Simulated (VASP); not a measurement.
# SnSe (Fm-3m) in VASP: a series of runs

The runs below take SnSe through single point, with HSE06, PBE.

Everything below comes from runs of VASP 6.6.1. Logs are shortened: lines on timing, memory, paths and dates and some standing lists are left out, and cuts for length are marked.

## Step 1: The cell of the first run

The structure is cubic, space group Fm-3m (No. 225). The conventional cell has a = 6.124 Å, b = 6.124 Å, c = 6.124 Å, α = 90.00°, β = 90.00°, γ = 90.00°. Sn (site symmetry m-3m) has 6 Se at 3.06 Å within 4.0 Å. Within 4.0 Å of Se (site symmetry m-3m) lie 6 Sn at 3.06 Å.

## Step 2: Single point, HSE06 (strain +2.0%)

The input, POSCAR:

```
SnSe
1.0
    0.0000000000      3.0621554168      3.0621554168
    3.0621554168      0.0000000000      3.0621554168
    3.0621554168      3.0621554168      0.0000000000
Sn Se
1 1
Direct
    0.0000000000      0.0000000000      0.0000000000
    0.5000000000      0.5000000000      0.5000000000
```

The input, INCAR.step1:

```
ALGO     = Normal         # electronic algorithm
EDIFF    = 1E-5           # SCF threshold, eV
ENCUT    = 400            # plane-wave cutoff, eV
GGA      = PE             # functional
GGA_COMPAT= False        
ISIF     = 2              # what is computed and relaxed
ISMEAR   = -1             # smearing method
LASPH    = True           # aspherical terms in the spheres
LCHARG   = False          # write CHGCAR
LREAL    = False          # projectors in reciprocal space
LWAVE    = True           # write WAVECAR
NBANDS   = 17             # bands
NELM     = 120            # most SCF steps
PREC     = Accurate       # precision mode
SIGMA    = 0.02           # smearing width, eV
```

The input, INCAR.step2:

```
ALGO     = Normal         # electronic algorithm
EDIFF    = 1E-6           # SCF threshold, eV
ENCUT    = 400            # plane-wave cutoff, eV
GGA      = PE             # functional
GGA_COMPAT= False        
HFSCREEN = 0.2079         # screening, 1/A
ISIF     = 2              # what is computed and relaxed
ISMEAR   = -1             # smearing method
ISTART   = 1            
LASPH    = True           # aspherical terms in the spheres
LCHARG   = False          # write CHGCAR
LHFCALC  = True           # exact exchange
LREAL    = False          # projectors in reciprocal space
LWAVE    = False          # write WAVECAR
NBANDS   = 17             # bands
NELM     = 120            # most SCF steps
PREC     = Accurate       # precision mode
PRECFOCK = Normal       
SIGMA    = 0.02           # smearing width, eV
```

The input, KPOINTS:

```
k-points
0
Gamma
  6 6 6
```

Potentials or basis: VASP PAW PBE potentials, release 64 (Sn_d, Se).

Launch:

```sh
> cat potpaw_PBE.64/Sn_d/POTCAR potpaw_PBE.64/Se/POTCAR > POTCAR
> cp INCAR.step1 INCAR
> mpirun -np 1 vasp_std > vasp.out
> cp INCAR.step2 INCAR
> mpirun -np 1 vasp_std > vasp.out
```

OUTCAR:

```text
EDIFF = 1E-6
   ENCUT = 400
   GGA = PE
   HFSCREEN = 0.2079
   ISIF = 2
   ISMEAR = -1
   ISTART = 1
   LASPH = True
   LHFCALC = True
   LREAL = False
   NELM = 120
   PREC = Accurate
   PRECFOCK = Normal

 ion  position               nearest neighbor table
   1  0.000  0.000  0.000-   2 3.06   2 3.06   2 3.06   2 3.06   2 3.06   2 3.06
   2  0.500  0.500  0.500-   1 3.06   1 3.06   1 3.06   1 3.06   1 3.06   1 3.06

  LATTYP: Found a face centered cubic cell.
 ALAT       =     6.1243108336

  Lattice vectors:

 A1 = (   0.0000000000,   3.0621554168,   3.0621554168)
 A2 = (   3.0621554168,   0.0000000000,   3.0621554168)
 A3 = (   3.0621554168,   3.0621554168,   0.0000000000)

Analysis of symmetry for initial positions (statically):
=====================================================================
 Subroutine PRICEL returns:
 Original cell was already a primitive cell.

 Routine SETGRP: Setting up the symmetry group for a
 face centered cubic supercell.

 Subroutine GETGRP returns: Found 48 space group operations
 (whereof 48 operations were pure point group operations)
 out of a pool of 48 trial point group operations.

The static configuration has the point symmetry O_h .

Analysis of symmetry for dynamics (positions and initial velocities):
=====================================================================
 Subroutine PRICEL returns:
 Original cell was already a primitive cell.

 Routine SETGRP: Setting up the symmetry group for a
 face centered cubic supercell.

 Subroutine GETGRP returns: Found 48 space group operations
 (whereof 48 operations were pure point group operations)
 out of a pool of 48 trial point group operations.

The dynamic configuration has the point symmetry O_h .

 Subroutine INISYM returns: Found 48 space group operations
 (whereof 48 operations are pure point group operations),
 and found     1 'primitive' translations

----------------------------------------------------------------------------------------

                                     Primitive cell

  volume of cell :      57.4264

  direct lattice vectors                    reciprocal lattice vectors
     0.000000000  3.062155417  3.062155417    -0.163283678  0.163283678  0.163283678
     3.062155417  0.000000000  3.062155417     0.163283678 -0.163283678  0.163283678
     3.062155417  3.062155417  0.000000000     0.163283678  0.163283678 -0.163283678

  length of vectors
     4.330541721  4.330541721  4.330541721     0.282815627  0.282815627  0.282815627

  position of ions in fractional coordinates (direct lattice)
     0.000000000  0.000000000  0.000000000
     0.500000000  0.500000000  0.500000000

  ion indices of the primitive-cell ions
   primitive index   ion index
                 1           1
                 2           2

----------------------------------------------------------------------------------------

 KPOINTS: k-points

Automatic generation of k-mesh.
 Grid dimensions read from file:
 generate k-points for:    6    6    6

 Generating k-lattice:

  Cartesian coordinates                     Fractional coordinates (reciprocal lattice)
    -0.027213946  0.027213946  0.027213946     0.166666667  0.000000000  0.000000000
     0.027213946 -0.027213946  0.027213946     0.000000000  0.166666667  0.000000000
     0.027213946  0.027213946 -0.027213946     0.000000000  0.000000000  0.166666667

  Length of vectors
     0.047135938  0.047135938  0.047135938

  Shift w.r.t. Gamma in fractional coordinates (k-lattice)
     0.000000000  0.000000000  0.000000000

 Subroutine IBZKPT returns following result:
 ===========================================

 Found     16 irreducible k-points:

 Following reciprocal coordinates:
            Coordinates               Weight
  0.000000  0.000000  0.000000      1.000000
  0.166667  0.000000  0.000000      8.000000
  0.333333  0.000000  0.000000      8.000000
  0.500000  0.000000  0.000000      4.000000
  0.166667  0.166667  0.000000      6.000000
  0.333333  0.166667  0.000000     24.000000
[... 8 lines left out ...]
 -0.333333  0.333333  0.166667     24.000000
 -0.333333  0.500000  0.166667     12.000000
   k-points           NKPTS =     16   k-points in BZ     NKDIM =    216   number of bands    NBANDS=     17
   number of dos      NEDOS =    301   number of ions     NIONS =      2
   total plane-waves  NPLWV =  21952
   dimension x,y,z NGX =    28 NGY =   28 NGZ =   28
   dimension x,y,z NGXF=    56 NGYF=   56 NGZF=   56
   ions per type =               1   1
   NGX,Y,Z   is equivalent  to a cutoff of  10.75, 10.75, 10.75 a.u.
   NGXF,Y,Z  is equivalent  to a cutoff of  21.50, 21.50, 21.50 a.u.
 SYSTEM =  unknown system
   PREC   = accura    normal or accurate (medium, high low for compatibility)
   ISTART =      1    job   : 0-new  1-cont  2-samecut
   ICHARG =      0    charge: 1-file 2-atom 10-const
   ISPIN  =      1    spin polarized calculation?
   LNONCOLLINEAR =      F non collinear calculations
   LSORBIT =      F    spin-orbit coupling
   LASPH  =      T    aspherical Exc in radial PAW
   ENCUT  =  400.0 eV  29.40 Ry    5.42 a.u.   7.06  7.06  7.06*2*pi/ulx,y,z
   NELM   =    120;   NELMIN=  2; NELMDL=  0     # of ELM steps
   EDIFF  = 0.1E-05   stopping-criterion for ELM
   LREAL  =      F    real-space projection
   EDIFFG = 0.1E-04   stopping-criterion for IOM
   NSW    =      0    number of steps for IOM
   IBRION =     -1    ionic relax: 0-MD 1-quasi-New 2-CG
   NFREE  =      0    steps in history (QN), initial steepest desc. (CG)
   ISIF   =      2    stress and relaxation
   ISYM   =      3    0-nonsym 1-usesym 2-fastsym
   POTIM  = 0.5000    time-step for ionic-motion
   TEBEG  =    0.0;   TEEND  =   0.0 temperature during run
   PSTRESS=    0.0 pullay stress
   NELECT =      20.0000    total number of electrons
   NUPDOWN=      -1.0000    fix difference up-down
   EMIN   =  10.00;   EMAX   =-10.00  energy-range for DOS
   EFERMI =   0.00;   METHOD = LEGACY
   ISMEAR =    -1;   SIGMA  =   0.02  broadening in eV -4-tet -1-fermi 0-gaus
   EFERMI_NEDOS =   21; number of points for ismear=-14 and -15
   IALGO  =     38    algorithm
   IMIX   =      1    mixing-type and parameters
     AMIX     =   0.40;   BMIX     =  1.00
     AMIX_MAG =   1.60;   BMIX_MAG =  1.00
  volume/ion in A,a.u.               =      28.71       193.77
  Fermi-wavevector in a.u.,A,eV,Ry     =   1.151810  2.176606 18.050398  1.326667
  Thomas-Fermi vector in A             =   2.288465
   LORBIT       =      0    0 simple, 1 ext, 2 COOP (PROOUT), +10 PAW based schemes
   GGA     = PE    functional components
   LHFCALC =     T    Hartree Fock is set to
   PRECFOCK=normal    Normal, Fast or Accurate (Low or Medium for compatibility)
   ENCUT4O =  -1.0   cutoff for four orbital integrals eV
   NKREDX  =     1    reduce k-point grid by
   NKREDY  =     1    reduce k-point grid by
   NKREDZ  =     1    reduce k-point grid by
   AEXX    =    0.2500 exact exchange contribution
   HFSCREEN=    0.2079 screening length (either q_TF or 0.3 A-1)
   HFSCREENC=   0.2079 screening length for correlation (either q_TF or 0.3 A-1)
   ENCUTFOCK=  -1.0 apply spherical cutoff to Coloumb kernel
   IVDW    =     0    specifies the selected vdW correction
   LEPSILON=     F    determine dielectric tensor
   LRPA    =     F    only Hartree local field effects (RPA)
 non-spin polarized calculation
  energy-cutoff  :      400.00
  volume of cell :       57.43
 maximum number of plane-waves:      1056
  NGX = 24; NGY = 24; NGZ = 24

 number of electron      20.0000014 magnetization

 Free energy of the ion-electron system (eV)
  ---------------------------------------------------
  ext. energy  EPLUGINS =         0.00000000
  ---------------------------------------------------
  free energy    TOTEN  =        -9.73738633 eV

  energy without entropy =       -9.73716222  energy(sigma->0) =       -9.73727427

 E-fermi :   5.2282     XC(G=0):  -7.8158

 val. band max:        5.1618239030   @ k =   0.5000   0.0000   0.0000
 cond. band min:       5.2946524757   @ k =   0.5000   0.0000   0.0000
 fundamental gap:      0.1328285727
 Fermi energy:         5.2282381889

 k-point     1 :       0.0000    0.0000    0.0000
  band No.  band energies     occupation
      1     -19.0909      2.00000
      2     -19.0909      2.00000
      3     -19.0886      2.00000
      4     -19.0886      2.00000
      5     -19.0886      2.00000
      6     -10.2227      2.00000
[... 9 lines left out ...]
     16      11.3038      0.00000
     17      13.5808      0.00000

 k-point     2 :       0.1667    0.0000    0.0000
  band No.  band energies     occupation
      1     -19.0925      2.00000
      2     -19.0925      2.00000
      3     -19.0881      2.00000
      4     -19.0863      2.00000
      5     -19.0863      2.00000
      6     -10.0298      2.00000
[... 9 lines left out ...]
     16      11.9432      0.00000
     17      15.2847      0.00000

 k-point     3 :       0.3333    0.0000    0.0000
  band No.  band energies     occupation
      1     -19.0963      2.00000
      2     -19.0963      2.00000
      3     -19.0872      2.00000
      4     -19.0813      2.00000
      5     -19.0813      2.00000
      6      -9.5728      2.00000
[... 9 lines left out ...]
     16      13.6116      0.00000
     17      17.1912      0.00000

 k-point     4 :       0.5000    0.0000    0.0000
  band No.  band energies     occupation
      1     -19.0982      2.00000
      2     -19.0982      2.00000
      3     -19.0868      2.00000
      4     -19.0788      2.00000
      5     -19.0788      2.00000
      6      -9.2903      2.00000
[... 9 lines left out ...]
     16      15.7801      0.00000
     17      15.7801      0.00000
[... 183 lines left out ...]
      1     -19.1039      2.00000
      2     -19.0915      2.00000
      3     -19.0884      2.00000
      4     -19.0799      2.00000
      5     -19.0785      2.00000
      6      -9.2614      2.00000
[... 9 lines left out ...]
     16      15.4671      0.00000
     17      15.8815      0.00000

 k-point    15 :      -0.3333    0.3333    0.1667
  band No.  band energies     occupation
      1     -19.1048      2.00000
      2     -19.0926      2.00000
      3     -19.0844      2.00000
      4     -19.0832      2.00000
      5     -19.0765      2.00000
      6      -9.0727      2.00000
[... 9 lines left out ...]
     16      16.9320      0.00000
     17      16.9824      0.00000

 k-point    16 :      -0.3333    0.5000    0.1667
  band No.  band energies     occupation
      1     -19.1094      2.00000
      2     -19.0891      2.00000
      3     -19.0890      2.00000
      4     -19.0796      2.00000
      5     -19.0747      2.00000
      6      -9.0019      2.00000
[... 9 lines left out ...]
     16      16.5611      0.00000
     17      18.3155      0.00000

------------------------ aborting loop because EDIFF is reached ----------------------------------------

  FORCE on cell =-STRESS in cart. coord.  units (eV):
  Direction    XX          YY          ZZ          XY          YZ          ZX
  --------------------------------------------------------------------------------------
  -------------------------------------------------------------------------------------
  Total       -1.0818657     -1.0818657     -1.0818657     -0.0000000      0.0000000     -0.0000000
  in kB      -30.1836834    -30.1836834    -30.1836834     -0.0000000      0.0000000     -0.0000000
  external PRESSURE =     -30.1836834 kB  Pullay stress =       0.0000000 kB

 VOLUME and BASIS-vectors are now :
 -----------------------------------------------------------------------------
  energy-cutoff  :      400.00
  volume of cell :       57.43
      direct lattice vectors                 reciprocal lattice vectors
     0.000000000  3.062155417  3.062155417    -0.163283678  0.163283678  0.163283678
     3.062155417  0.000000000  3.062155417     0.163283678 -0.163283678  0.163283678
     3.062155417  3.062155417  0.000000000     0.163283678  0.163283678 -0.163283678

 POSITION                                       TOTAL-FORCE (eV/Angst)
 -----------------------------------------------------------------------------------
      0.00000      0.00000      0.00000         0.000000     -0.000000     -0.000000
      3.06216      3.06216      3.06216        -0.000000      0.000000      0.000000
 -----------------------------------------------------------------------------------
    total drift:                                0.000001      0.000001      0.000001

  FREE ENERGIE OF THE ION-ELECTRON SYSTEM (eV)
  ---------------------------------------------------
  free  energy   TOTEN  =        -9.7373863286 eV

  energy  without entropy=       -9.7371622185  energy(sigma->0) =       -9.73727427
```

It took 62 min on 1 thread of Intel Xeon Platinum 8375C at 2.90GHz (Ice Lake), shared host; peak memory 0.28 GiB.

Results:

| Quantity | Value |
| --- | --- |
| Free energy | -9.7374 eV |
| Pressure | -3.0 GPa |
| Band gap on the k mesh | 0.13 eV |

Caveat: the cell differs from its parent crystal (strain +2.0%); the cell stands under tension; the PAW data sets were made with another functional, which shifts forces and pressure a little; spin-orbit coupling is left out, which moves the levels of the heavy elements. A k mesh can miss the band edges.

## Step 3: Single point, PBE (strain -4.0%)

The input, INCAR:

```
ALGO = Normal
EDIFF = 1E-6
ENCUT = 500
GGA = PE
GGA_COMPAT = False
ISIF = 2
ISMEAR = -1
LASPH = True
LCHARG = False
LREAL = False
LWAVE = False
NBANDS = 17
NELM = 120
PREC = Accurate
SIGMA = 0.02
```

The input, KPOINTS:

```
k-points
0
Gamma
  8 8 8
```

The input, POSCAR:

```
SnSe
1.0
    0.0000000000      2.8820286276      2.8820286276
    2.8820286276      0.0000000000      2.8820286276
    2.8820286276      2.8820286276      0.0000000000
Sn Se
1 1
Direct
    0.0000000000      0.0000000000      0.0000000000
    0.5000000000      0.5000000000      0.5000000000
```

Potentials or basis: VASP PAW PBE potentials, release 64 (Sn_d, Se).

Launch:

```sh
> cat potpaw_PBE.64/Sn_d/POTCAR potpaw_PBE.64/Se/POTCAR > POTCAR
> mpirun -np 1 vasp_std > vasp.out
```

Wall time 37 s (1 thread of Intel Xeon 8259CL, shared host); peak memory 0.18 GiB.

The run converged. Its results:

```yaml
Free_energy: -8.0102 eV
Pressure: 10.0 GPa
Band_gap_on_the_k_mesh: 0.69 eV (least direct gap 0.87 eV)
```

Levels at points of the mesh, in eV from the valence-band top:
```
           k point  band 8  band 9  band 10  band 11  band 12  band 13
(0.00, 0.00, 0.00)   -2.66   -2.66    -2.66     4.74     4.74     4.74
(0.50, 0.00, 0.00)   -2.38   -2.38    -0.18     1.04     1.07     1.07
(0.50, 0.50, 0.00)   -6.12   -4.37    -4.37     2.47     6.04     6.04
```

Caveat: the cell differs from its parent crystal (strain -4.0%); the cell stands under pressure; spin-orbit coupling is left out, which moves the levels of the heavy elements. A k mesh can miss the band edges.

## Step 4: Single point, PBE (strain -3.0%)

The input, INCAR:

```
SYSTEM = SnSe
  PREC = Accurate
  ENCUT = 500
  EDIFF = 1E-6
  ISMEAR = -1
  SIGMA = 0.02
  LREAL = .False.
  LASPH = .True.
  NELM = 120
  ALGO = Normal
  ISIF = 2
  LWAVE = .False.
  LCHARG = .True.
  GGA = PE
  LELF = .True.
  LVHAR = .True.
  NBANDS = 17
  GGA_COMPAT = .False.
```

The input, KPOINTS:

```
regular mesh
0
Gamma
  8 8 8
  0 0 0
```

The input, POSCAR:

```
SnSe
1.0
    0.0000000000      2.9120497591      2.9120497591
    2.9120497591      0.0000000000      2.9120497591
    2.9120497591      2.9120497591      0.0000000000
Sn Se
1 1
Direct
    0.0000000000      0.0000000000      0.0000000000
    0.5000000000      0.5000000000      0.5000000000
```

Launch:

```sh
> cat potpaw_PBE.64/Sn_d/POTCAR potpaw_PBE.64/Se/POTCAR > POTCAR
> mpirun -np 1 vasp_std > vasp.out
```

Wall time 32 s (1 thread of Intel Xeon 8259CL, shared host); peak memory 0.18 GiB.

The run converged. Its results:

| Property | Result |
| --- | --- |
| Free energy | -8.0925 eV |
| Pressure | 7.4 GPa |
| Band gap on the k mesh | 0.74 eV (least direct gap 0.95 eV) |

Levels at points of the mesh, in eV from the valence-band top:
| k point | band 6 | band 7 | band 8 | band 9 | band 10 | band 11 | band 12 | band 13 | band 14 | band 15 |
| --- | --- | --- | --- | --- | --- | --- | --- | --- | --- | --- |
| (0.00, 0.00, 0.00) | -14.58 | -4.71 | -2.48 | -2.48 | -2.48 | 4.71 | 4.71 | 4.71 | 5.74 | 5.74 |
| (0.50, 0.00, 0.00) | -13.42 | -8.59 | -2.21 | -2.21 | -0.07 | 0.99 | 1.18 | 1.18 | 8.53 | 10.33 |
| (0.50, 0.50, 0.00) | -13.03 | -6.18 | -6.03 | -4.12 | -4.12 | 2.68 | 5.93 | 5.93 | 6.64 | 10.77 |

Caveat: the cell differs from its parent crystal (strain -3.0%); the cell stands under pressure; spin-orbit coupling is left out, which moves the levels of the heavy elements. A k mesh can miss the band edges.

## Step 5: Summary

| level | cell | k mesh | cutoff (eV) | grid for exact exchange (PRECFOCK) | share of exact exchange | screening parameter | gap on the mesh (eV) | pressure (GPa) |
| --- | --- | --- | --- | --- | --- | --- | --- | --- |
| HSE06 | a = 4.331 Å, angles 60.0°, 2 atoms | 6 × 6 × 6 | 400 | Normal | 0.25 | 0.2079 1/Å | 0.13 | -3.0 |
| PBE | a = 4.076 Å, angles 60.0°, 2 atoms | 8 × 8 × 8 | 500 | - | - | - | 0.69 | 10.0 |
| PBE | a = 4.118 Å, angles 60.0°, 2 atoms | 8 × 8 × 8 | 500 | - | - | - | 0.74 | 7.4 |

Alike in all rows: task single point; potentials or basis VASP PAW PBE potentials, release 64 (Sn_d, Se); no spin polarisation; smearing fermi-dirac 0.02 eV.

Caveats: spin-orbit coupling is left out, which moves the levels of the heavy elements; the cell stands under pressure (at least some runs); the cell stands under tension (at least some runs); the PAW data sets were made with another functional, which shifts forces and pressure a little (at least some runs).

Absolute energies hang on the potentials; compare differences alone.
